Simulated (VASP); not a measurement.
# Be (P6_3/mmc) in VASP: relaxation of cell and atoms with r2SCAN

Aim: the relaxation of cell and atoms of Be with r2SCAN.

Everything below comes from runs of VASP 6.6.1. Logs are shortened: lines on timing, memory, paths and dates and some standing lists are left out, and cuts for length are marked.

### Step 1. The cell of the first run

The structure is hexagonal, space group P6_3/mmc (No. 194). The conventional cell has a = 2.255 Å, b = 2.255 Å, c = 7.366 Å, α = 90.00°, β = 90.00°, γ = 120.00°. Be (site symmetry -3m) has 12 Be at 2.26 Å within 3.0 Å. Within 3.0 Å of Be (site symmetry -6m2) lie 12 Be at 2.26 Å.

### Step 2. Relaxation of cell and atoms, r2SCAN

The input, POSCAR:

```
Be
1.0
    2.2554104699      0.0000000000      0.0000000000
   -1.1277052350      1.9532427629      0.0000000000
    0.0000000000      0.0000000000      7.3661705948
Be
4
Direct
    0.0000000000      0.0000000000      0.0000000000
    0.0000000000      0.0000000000      0.5000000000
    0.3333333333      0.6666666667      0.2500000000
    0.6666666667      0.3333333333      0.7500000000
```

The input, INCAR.step1:

```
PREC = Accurate
ENCUT = 600
ISMEAR = -1
SIGMA = 0.1
LREAL = False
LASPH = True
NELM = 60
GGA = PE
ALGO = Normal
EDIFF = 1E-4
LWAVE = True
LCHARG = False
```

The input, INCAR.step2:

```
PREC = Accurate
ENCUT = 600
EDIFF = 1E-6
ISMEAR = -1
SIGMA = 0.1
LREAL = False
LASPH = True
NELM = 60
ALGO = Normal
ISIF = 3
LWAVE = False
LCHARG = False
METAGGA = R2SCAN
LMIXTAU = True
IBRION = 2
NSW = 80
EDIFFG = -0.01
ISTART = 1
```

The input, KPOINTS:

```
Automatic mesh
0
Gamma
  16 16 5
```

Potentials or basis: VASP PAW PBE potentials, release 64 (Be).

Started as:

```bash
cat potpaw_PBE.64/Be/POTCAR > POTCAR
cp INCAR.step1 INCAR
mpirun -np 1 vasp_std > vasp.out
cp INCAR.step2 INCAR
mpirun -np 1 vasp_std > vasp.out
```

OUTCAR:

```text
PREC = Accurate
   ENCUT = 600
   EDIFF = 1E-6
   ISMEAR = -1
   LREAL = False
   LASPH = True
   NELM = 60
   ISIF = 3
   METAGGA = R2SCAN
   IBRION = 2
   NSW = 80
   EDIFFG = -0.01
   ISTART = 1

 ion  position               nearest neighbor table
   1  0.000  0.000  0.000-   3 2.26   4 2.26   4 2.26   3 2.26   4 2.26   3 2.26
   2  0.000  0.000  0.500-   3 2.26   4 2.26   4 2.26   3 2.26   4 2.26   3 2.26
   3  0.333  0.667  0.250-   1 2.26   2 2.26   1 2.26   2 2.26   1 2.26   2 2.26
   4  0.667  0.333  0.750-   1 2.26   2 2.26   1 2.26   2 2.26   1 2.26   2 2.26

  LATTYP: Found a hexagonal cell.
 ALAT       =     2.2554104699
 C/A-ratio  =     3.2660000000

  Lattice vectors:

 A1 = (   2.2554104699,   0.0000000000,   0.0000000000)
 A2 = (  -1.1277052350,   1.9532427629,   0.0000000000)
 A3 = (   0.0000000000,   0.0000000000,   7.3661705948)

Analysis of symmetry for initial positions (statically):
=====================================================================
 Subroutine PRICEL returns:
 Original cell was already a primitive cell.

 Routine SETGRP: Setting up the symmetry group for a
 hexagonal supercell.

 Subroutine GETGRP returns: Found 24 space group operations
 (whereof 12 operations were pure point group operations)
 out of a pool of 24 trial point group operations.

The static configuration has the point symmetry D_3d.
 The point group associated with its full space group is D_6h.

Analysis of symmetry for dynamics (positions and initial velocities):
=====================================================================
 Subroutine PRICEL returns:
 Original cell was already a primitive cell.

 Routine SETGRP: Setting up the symmetry group for a
 hexagonal supercell.

 Subroutine GETGRP returns: Found 24 space group operations
 (whereof 12 operations were pure point group operations)
 out of a pool of 24 trial point group operations.

The dynamic configuration has the point symmetry D_3d.
 The point group associated with its full space group is D_6h.

 Subroutine INISYM returns: Found 24 space group operations
 (whereof 12 operations are pure point group operations),
 and found     1 'primitive' translations

----------------------------------------------------------------------------------------

                                     Primitive cell

  volume of cell :      32.4507

[... 100 lines left out ...]
   POTIM  = 0.5000    time-step for ionic-motion
   TEBEG  =    0.0;   TEEND  =   0.0 temperature during run
   PSTRESS=    0.0 pullay stress
   NELECT =       8.0000    total number of electrons
   NUPDOWN=      -1.0000    fix difference up-down
   EMIN   =  10.00;   EMAX   =-10.00  energy-range for DOS
   EFERMI =   0.00;   METHOD = LEGACY
   ISMEAR =    -1;   SIGMA  =   0.10  broadening in eV -4-tet -1-fermi 0-gaus
   EFERMI_NEDOS =   21; number of points for ismear=-14 and -15
   IALGO  =     38    algorithm
   IMIX   =      4    mixing-type and parameters
     AMIX     =   0.40;   BMIX     =  1.00
     AMIX_MAG =   1.60;   BMIX_MAG =  1.00
  volume/ion in A,a.u.               =       8.11        54.75
  Fermi-wavevector in a.u.,A,eV,Ry     =   1.026511  1.939825 14.336798  1.053725
  Thomas-Fermi vector in A             =   2.160408
   LORBIT       =      0    0 simple, 1 ext, 2 COOP (PROOUT), +10 PAW based schemes
   METAGGA = R2SCAN    functional components
   LHFCALC =     F    Hartree Fock is set to
   AEXX    =    0.0000 exact exchange contribution
   IVDW    =     0    specifies the selected vdW correction
   LEPSILON=     F    determine dielectric tensor
   LRPA    =     F    only Hartree local field effects (RPA)
 conjugate gradient relaxation of ions
 non-spin polarized calculation
  energy-cutoff  :      600.00
  volume of cell :       32.45
 maximum number of plane-waves:      1116
 NGX is ok and might be reduce to    18
   NGX =  9   NGY =  9   NGZ = 29

--------------------------------------- Ionic step        1  -------------------------------------------

 number of electron       8.0000000 magnetization

 Free energy of the ion-electron system (eV)
  ---------------------------------------------------
  ext. energy  EPLUGINS =         0.00000000
  ---------------------------------------------------
  free energy    TOTEN  =       -17.21809533 eV

  energy without entropy =      -17.21130259  energy(sigma->0) =      -17.21469896

------------------------ aborting loop because EDIFF is reached ----------------------------------------

  FORCE on cell =-STRESS in cart. coord.  units (eV):
  Direction    XX          YY          ZZ          XY          YZ          ZX
  --------------------------------------------------------------------------------------
  -------------------------------------------------------------------------------------
  Total        0.0525014      0.0525014     -1.9873442     -0.0000000      0.0000000      0.0000000
  in kB        2.5921377      2.5921377    -98.1205745     -0.0000000      0.0000000      0.0000000
  external PRESSURE =     -30.9787664 kB  Pullay stress =       0.0000000 kB
[... 101 lines left out ...]
--------------------------------------- Ionic step        4  -------------------------------------------

 number of electron       8.0000000 magnetization

 Free energy of the ion-electron system (eV)
  ---------------------------------------------------
  ext. energy  EPLUGINS =         0.00000000
  ---------------------------------------------------
  free energy    TOTEN  =       -17.24346767 eV

  energy without entropy =      -17.23718872  energy(sigma->0) =      -17.24032820

 E-fermi :   7.1917     XC(G=0): -11.2577

 val. band max:        7.1577590317   @ k =   0.3125   0.3125   0.4000
 cond. band min:       7.2224242557   @ k =   0.3125   0.1250   0.0000
 fundamental gap:      0.0646652239
 Fermi energy:         7.1917158549

 k-point     1 :       0.0000    0.0000    0.0000
  band No.  band energies     occupation
      1      -5.1147      2.00000
      2      -2.8252      2.00000
      3      -2.7987      2.00000
      4       2.2540      2.00000
      5       7.9770      0.00078
      6      18.1608      0.00000
      7      18.1746      0.00000
      8      24.8079      0.00000
[... 243 lines left out ...]
 k-point    24 :       0.2500    0.1875    0.0000
  band No.  band energies     occupation
      1      -0.5803      2.00000
      2       1.6660      2.00000
      3       1.6815      2.00000
      4       7.9369      0.00116
      5       8.3274      0.00002
      6      11.2533      0.00000
      7      12.6171      0.00000
      8      12.8351      0.00000

 [... further k-points ...]
[... 5 lines left out ...]
  --------------------------------------------------------------------------------------
  -------------------------------------------------------------------------------------
  Total       -0.0087473     -0.0087473     -0.0029557      0.0000000      0.0000000     -0.0000000
  in kB       -0.4426884     -0.4426884     -0.1495848      0.0000000      0.0000000     -0.0000000
  external PRESSURE =      -0.3449872 kB  Pullay stress =       0.0000000 kB
[... 19 lines left out ...]
  FREE ENERGIE OF THE ION-ELECTRON SYSTEM (eV)
  ---------------------------------------------------
  free  energy   TOTEN  =       -17.2434676745 eV

  energy  without entropy=      -17.2371887204  energy(sigma->0) =      -17.24032820

 reached required accuracy - stopping structural energy minimisation
```

It took 2.1 min on 1 thread of Intel Xeon Platinum 8488C (Sapphire Rapids), shared host; peak memory 0.16 GiB.

What came out:

```
Free energy                            : -17.2435 eV
Relaxed volume                         : 7.91 Å³/atom
Relaxed cell                           : a = 2.256 Å, b = 2.256 Å, c = 7.184 Å, α = 90.00°, β = 90.00°, γ = 120.00°
Space group after relaxing (to 0.05 Å) : P6_3/mmc (No. 194)
Energy gained by relaxing              : 6.3 meV/atom
Ionic steps                            : 4
Pressure after relaxing                : 0.0 GPa
Band gap on the k mesh                 : zero (band 4 reaches 8.17 eV, above the bottom of band 5 at 6.48 eV)
```

Step by step:
```csv
step,energy change (eV),largest force (eV/Å),pressure (GPa),volume (Å³)
1,0.0000,0.0000,-3.10,32.45
2,-0.0253,0.0000,-0.25,31.71
3,-0.0253,0.0000,-0.15,31.69
4,-0.0254,0.0000,-0.03,31.66
```

Final structure:
```xyz
4
Lattice="2.2557 0.0000 0.0000 -1.1279 1.9535 0.0000 0.0000 0.0000 7.1843" Properties=species:S:1:pos:R:3 pbc="T T T"
Be    1.1279    1.9535    7.1843
Be    2.2557    0.0000    3.5922
Be    0.0000    1.3023    1.7961
Be    1.1279    0.6512    5.3882
```

Caveat: the PAW data sets were made with another functional, which shifts forces and pressure a little.
